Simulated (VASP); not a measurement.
# SiSb2 (P4_2/nmc) in VASP: single point with PBE

Aim: the single point of SiSb2 with PBE.

Everything below comes from runs of VASP 6.6.1. Logs are shortened: lines on timing, memory, paths and dates and some standing lists are left out, and cuts for length are marked.

### 1 The cell of the first run

Symmetry: P4_2/nmc, No. 137, tetragonal system. Conventional cell: a = 3.966 Å, b = 3.966 Å, c = 10.686 Å, α = 90.00°, β = 90.00°, γ = 90.00°. Within 3.5 Å of Si (site symmetry -4m2) lie 4 Sb at 2.62 Å. Within 3.5 Å of Sb (site symmetry 2mm) lie 2 Si at 2.62 Å and 4 Sb at 3.39 Å.

### 2 Single point, PBE

Input file INCAR:

```
SYSTEM = SiSb2
ALGO = Normal
EDIFF = 1E-7
ENCUT = 520
GGA = PE
ISIF = 2
ISMEAR = 0
LASPH = .TRUE.
LCHARG = .FALSE.
LREAL = .FALSE.
LWAVE = .FALSE.
NBANDS = 23
NELM = 60
PREC = Accurate
SIGMA = 0.1
```

Input file KPOINTS:

```
k-points
0
G
  10 10 4
  0 0 0
```

Input file POSCAR:

```
SiSb2
1.0
    3.9663382396      0.0000000000      0.0000000000
    0.0000000000      3.9663382396      0.0000000000
    0.0000000000      0.0000000000     10.6859822196
Si Sb
2 4
Direct
    0.0000000000      0.0000000000      0.0000000000
    0.5000000000      0.5000000000      0.5000000000
    0.0000000000      0.5000000000      0.1605666501
    0.0000000000      0.5000000000      0.6605666501
    0.5000000000      0.0000000000      0.3394333499
    0.5000000000      0.0000000000      0.8394333499
```

Potentials or basis: VASP PAW PBE potentials, release 64 (Si, Sb).

Run with:

```console
$ cat potpaw_PBE.64/Si/POTCAR potpaw_PBE.64/Sb/POTCAR > POTCAR
$ mpirun -np 1 vasp_std > vasp.out
```

OUTCAR:

```text
SYSTEM = SiSb2
   EDIFF = 1E-7
   ENCUT = 520
   GGA = PE
   ISIF = 2
   ISMEAR = 0
   LASPH = .TRUE.
   LREAL = .FALSE.
   NELM = 60
   PREC = Accurate

 ion  position               nearest neighbor table
   1  0.000  0.000  0.000-   3 2.62   6 2.62   3 2.62   6 2.62
   2  0.500  0.500  0.500-   4 2.62   5 2.62   5 2.62   4 2.62
   3  0.000  0.500  0.161-   1 2.62   1 2.62   5 3.39   5 3.39   5 3.39   5 3.39
   4  0.000  0.500  0.661-   2 2.62   2 2.62   6 3.39   6 3.39   6 3.39   6 3.39
   5  0.500  0.000  0.339-   2 2.62   2 2.62   3 3.39   3 3.39   3 3.39   3 3.39
   6  0.500  0.000  0.839-   1 2.62   1 2.62   4 3.39   4 3.39   4 3.39   4 3.39

  LATTYP: Found a simple tetragonal cell.
 ALAT       =     3.9663382396
 C/A-ratio  =     2.6941681657

  Lattice vectors:

 A1 = (   3.9663382396,   0.0000000000,   0.0000000000)
 A2 = (   0.0000000000,   3.9663382396,   0.0000000000)
 A3 = (   0.0000000000,   0.0000000000,  10.6859822196)

Analysis of symmetry for initial positions (statically):
=====================================================================
 Subroutine PRICEL returns:
 Original cell was already a primitive cell.

 Routine SETGRP: Setting up the symmetry group for a
 simple tetragonal supercell.

 Subroutine GETGRP returns: Found 16 space group operations
 (whereof  8 operations were pure point group operations)
 out of a pool of 16 trial point group operations.

The static configuration has the point symmetry D_2d.
 The point group associated with its full space group is D_4h.

Analysis of symmetry for dynamics (positions and initial velocities):
=====================================================================
 Subroutine PRICEL returns:
 Original cell was already a primitive cell.

 Routine SETGRP: Setting up the symmetry group for a
 simple tetragonal supercell.

 Subroutine GETGRP returns: Found 16 space group operations
 (whereof  8 operations were pure point group operations)
 out of a pool of 16 trial point group operations.

The dynamic configuration has the point symmetry D_2d.
 The point group associated with its full space group is D_4h.

 Subroutine INISYM returns: Found 16 space group operations
 (whereof  8 operations are pure point group operations),
 and found     1 'primitive' translations

----------------------------------------------------------------------------------------

                                     Primitive cell

  volume of cell :     168.1102

[... 99 lines left out ...]
   NSW    =      0    number of steps for IOM
   IBRION =     -1    ionic relax: 0-MD 1-quasi-New 2-CG
   NFREE  =      0    steps in history (QN), initial steepest desc. (CG)
   ISIF   =      2    stress and relaxation
   ISYM   =      2    0-nonsym 1-usesym 2-fastsym
   POTIM  = 0.5000    time-step for ionic-motion
   TEBEG  =    0.0;   TEEND  =   0.0 temperature during run
   PSTRESS=    0.0 pullay stress
   NELECT =      28.0000    total number of electrons
   NUPDOWN=      -1.0000    fix difference up-down
   EMIN   =  10.00;   EMAX   =-10.00  energy-range for DOS
   EFERMI =   0.00;   METHOD = LEGACY
   ISMEAR =     0;   SIGMA  =   0.10  broadening in eV -4-tet -1-fermi 0-gaus
   EFERMI_NEDOS =   21; number of points for ismear=-14 and -15
   IALGO  =     38    algorithm
   IMIX   =      4    mixing-type and parameters
     AMIX     =   0.40;   BMIX     =  1.00
     AMIX_MAG =   1.60;   BMIX_MAG =  1.00
  volume/ion in A,a.u.               =      28.02       189.08
  Fermi-wavevector in a.u.,A,eV,Ry     =   0.900733  1.702139 11.038684  0.811320
  Thomas-Fermi vector in A             =   2.023727
   LORBIT       =      0    0 simple, 1 ext, 2 COOP (PROOUT), +10 PAW based schemes
   GGA     = PE    functional components
   LHFCALC =     F    Hartree Fock is set to
   AEXX    =    0.0000 exact exchange contribution
   IVDW    =     0    specifies the selected vdW correction
   LEPSILON=     F    determine dielectric tensor
   LRPA    =     F    only Hartree local field effects (RPA)
 non-spin polarized calculation
 Gauss-broadening in eV      SIGMA  =   0.10
  energy-cutoff  :      520.00
  volume of cell :      168.11
 maximum number of plane-waves:      4575
 NGX is ok and might be reduce to    30
   NGX = 15   NGY = 15   NGZ = 39

 number of electron      28.0000003 magnetization

 Free energy of the ion-electron system (eV)
  ---------------------------------------------------
  ext. energy  EPLUGINS =         0.00000000
  ---------------------------------------------------
  free energy    TOTEN  =       -25.58210156 eV

  energy without entropy =      -25.56555941  energy(sigma->0) =      -25.57383049

 E-fermi :   6.1005     XC(G=0):  -9.3606

 val. band max:        6.0723469461   @ k =   0.3000   0.0000   0.5000
 cond. band min:       6.1006076717   @ k =   0.5000   0.1000   0.2500
 fundamental gap:      0.0282607257
 Fermi energy:         6.1004951009

 k-point     1 :       0.0000    0.0000    0.0000
  band No.  band energies     occupation
      1      -5.8715      2.00000
      2      -4.7364      2.00000
      3      -4.6872      2.00000
      4      -2.2294      2.00000
      5      -0.1311      2.00000
      6       2.9066      2.00000
[... 613 lines left out ...]
     22      10.1993      0.00000
     23      10.7865      0.00000

 [... further k-points ...]

------------------------ aborting loop because EDIFF is reached ----------------------------------------

  FORCE on cell =-STRESS in cart. coord.  units (eV):
  Direction    XX          YY          ZZ          XY          YZ          ZX
  --------------------------------------------------------------------------------------
  -------------------------------------------------------------------------------------
  Total        0.1177123      0.1177123      0.2057466      0.0000000      0.0000000      0.0000000
  in kB        1.1218594      1.1218594      1.9608722      0.0000000      0.0000000      0.0000000
  external PRESSURE =       1.4015304 kB  Pullay stress =       0.0000000 kB

 VOLUME and BASIS-vectors are now :
 -----------------------------------------------------------------------------
  energy-cutoff  :      520.00
  volume of cell :      168.11
      direct lattice vectors                 reciprocal lattice vectors
     3.966338240  0.000000000  0.000000000     0.252121715  0.000000000  0.000000000
     0.000000000  3.966338240  0.000000000     0.000000000  0.252121715  0.000000000
     0.000000000  0.000000000 10.685982220     0.000000000  0.000000000  0.093580541

 POSITION                                       TOTAL-FORCE (eV/Angst)
 -----------------------------------------------------------------------------------
      0.00000      0.00000      0.00000         0.000000     -0.000000      0.000000
      1.98317      1.98317      5.34299        -0.000000      0.000000      0.000000
      0.00000      1.98317      1.71581         0.000000      0.000000      0.037762
      0.00000      1.98317      7.05880        -0.000000     -0.000000      0.037762
      1.98317      0.00000      3.62718         0.000000      0.000000     -0.037762
      1.98317      0.00000      8.97017         0.000000     -0.000000     -0.037762
 -----------------------------------------------------------------------------------
    total drift:                               -0.000000     -0.000000      0.000000

  FREE ENERGIE OF THE ION-ELECTRON SYSTEM (eV)
  ---------------------------------------------------
  free  energy   TOTEN  =       -25.5821015616 eV

  energy  without entropy=      -25.5655594147  energy(sigma->0) =      -25.57383049
```

OSZICAR:

```text
N       E                     dE             d eps       ncg     rms          rms(c)
DAV:   1     0.108457790777E+03    0.10846E+03   -0.94499E+03  2898   0.951E+02
DAV:   2    -0.172617221255E+02   -0.12572E+03   -0.11965E+03  3491   0.154E+02
DAV:   3    -0.257228247202E+02   -0.84611E+01   -0.82796E+01  3736   0.421E+01
DAV:   4    -0.258562167381E+02   -0.13339E+00   -0.13308E+00  3446   0.585E+00
DAV:   5    -0.258584828889E+02   -0.22662E-02   -0.22657E-02  3791   0.862E-01    0.588E+00
DAV:   6    -0.256004863422E+02    0.25800E+00   -0.46987E-01  3374   0.300E+00    0.341E+00
DAV:   7    -0.255861908262E+02    0.14296E-01   -0.24803E-01  3675   0.192E+00    0.864E-01
DAV:   8    -0.255817281540E+02    0.44627E-02   -0.23911E-02  3325   0.721E-01    0.285E-01
DAV:   9    -0.255820672717E+02   -0.33912E-03   -0.35801E-03  3332   0.299E-01    0.790E-02
DAV:  10    -0.255820740642E+02   -0.67925E-05   -0.22669E-04  3663   0.760E-02    0.472E-02
DAV:  11    -0.255821040344E+02   -0.29970E-04   -0.11986E-04  3543   0.502E-02    0.150E-02
DAV:  12    -0.255821008072E+02    0.32272E-05   -0.22293E-05  3311   0.220E-02    0.880E-03
DAV:  13    -0.255821020296E+02   -0.12225E-05   -0.59412E-06  3531   0.920E-03    0.580E-03
DAV:  14    -0.255821016189E+02    0.41070E-06   -0.55405E-07  3346   0.322E-03    0.167E-03
DAV:  15    -0.255821015616E+02    0.57345E-07   -0.52412E-08  1925   0.944E-04
   1 F= -.25582102E+02 E0= -.25573830E+02  d E =-.165421E-01
```

stdout:

```text
POSCAR found type information on POSCAR SiSb
 POSCAR found :  2 types and       6 ions
 scaLAPACK will be used
 LDA part: xc-table for (Slater+PW92), standard interpolation
 POSCAR, INCAR and KPOINTS ok, starting setup
 FFT: planning ... GRIDC
 FFT: planning ... GRID_SOFT
 FFT: planning ... GRID
 WAVECAR not read
 entering main loop
```

Run time: 3.5 min. Hardware: 1 thread of Intel Xeon Platinum 8259CL at 2.50GHz (Skylake/Cascade Lake), shared host; peak memory 0.36 GiB.

Results:

```
Free energy            : -25.5821 eV
Pressure               : 0.1 GPa
Largest force          : 0.038 eV/Å
Band gap on the k mesh : zero (bands 14 and 15 overlap by 2.38 eV)
```

Forces on the atoms (eV/Å):
```
Si   0.000  0.000  0.000
Si   0.000  0.000  0.000
Sb   0.000  0.000  0.038
Sb   0.000  0.000  0.038
Sb   0.000  0.000 -0.038
Sb   0.000  0.000 -0.038
```

Stress tensor (GPa, compression positive):
```
0.11 0.00 0.00
0.00 0.11 0.00
0.00 0.00 0.20
```

Caveat: spin-orbit coupling is left out, which moves the levels of the heavy elements.
